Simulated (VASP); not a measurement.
**Ge: elastic constants with LDA**

Ge:

```xyz
2
Lattice="0.0000 2.7119 2.7119 2.7119 0.0000 2.7119 2.7119 2.7119 0.0000" Properties=species:S:1:pos:R:3 pbc="T T T"
Ge    2.7119    2.7119    2.7119
Ge    4.0679    4.0679    4.0679
```

```
Program                   : VASP 6.6.1
Task                      : elastic constants
Functional                : LDA
Potentials or basis       : VASP PAW LDA potentials, release 64 (Ge_d)
Cutoff                    : 600 eV
k mesh                    : 14 × 14 × 14
Occupations               : fermi-dirac, width 0.1 eV
Spin                      : no spin polarisation
Dipole correction         : no
Ions in elastic constants : relaxed
Further INCAR settings    : ALGO = Normal; EDIFF = 1e-08; IBRION = 6; POTIM = 0.015; NSW = 1; ISIF = 3
```

The elastic constants C11, C12, C44 are 157, 82, 71 GPa and the voigt bulk modulus is 107 GPa. The highest phonon frequency at Γ is 328 cm⁻¹.

Phonon frequencies in cm⁻¹ (negative: imaginary):
| q point | frequencies |
| --- | --- |
| (0.000, 0.000, 0.000) | 0 0 0 328 328 328 |

Elastic tensor in Voigt notation (GPa, in the Cartesian axes of the cell as first typed):
```
157  82  82   0   0   0
 82 157  82   0   0   0
 82  82 157   0   0   0
  0   0   0  71   0   0
  0   0   0   0  71   0
  0   0   0   0   0  71
```

Clamped-ion elastic tensor (GPa):
```
157  82  82   0   0   0
 82 157  82   0   0   0
 82  82 157   0   0   0
  0   0   0 121   0   0
  0   0   0   0 121   0
  0   0   0   0   0 121
```

Wall time 73 min on 1 thread of Oxide Virtual Turin-like Processor, on a shared host, peak memory 0.9 GiB.

Caveat: the cell is under stress, which shifts elastic constants.
